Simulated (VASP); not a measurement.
Input of a VASP 6.6.1 run:

INCAR

```
SYSTEM = PbS
  PREC = Accurate
  ENCUT = 520
  EDIFF = 1E-6
  ISMEAR = 0
  SIGMA = 0.05
  LREAL = .FALSE.
  LASPH = .TRUE.
  NELM = 60
  ALGO = Normal
  ISIF = 2
  LWAVE = .FALSE.
  LCHARG = .FALSE.
  GGA = CA
  NBANDS = 17
```

File KPOINTS:

```
Automatic mesh
0
G
  10 10 10
  0 0 0
```

Contents of POSCAR:

```
PbS
1.0
    0.0000000000      3.0045317637      3.0045317637
    3.0045317637      0.0000000000      3.0045317637
    3.0045317637      3.0045317637      0.0000000000
Pb S
1 1
Direct
    0.5000000000      0.5000000000      0.5000000000
    0.0000000000      0.0000000000      0.0000000000
```

Potentials or basis: VASP PAW LDA potentials, release 64 (Pb_d, S).

Command:

```console
$ cat potpaw_LDA.64/Pb_d/POTCAR potpaw_LDA.64/S/POTCAR > POTCAR
$ mpirun -np 1 vasp_std > vasp.out
```

Predict the band gap on the k mesh.

0.34 eV, direct.

Predict the pressure.

-4.5 GPa.

Caveat: spin-orbit coupling is left out, which moves the levels of the heavy elements. A k mesh can miss the band edges.
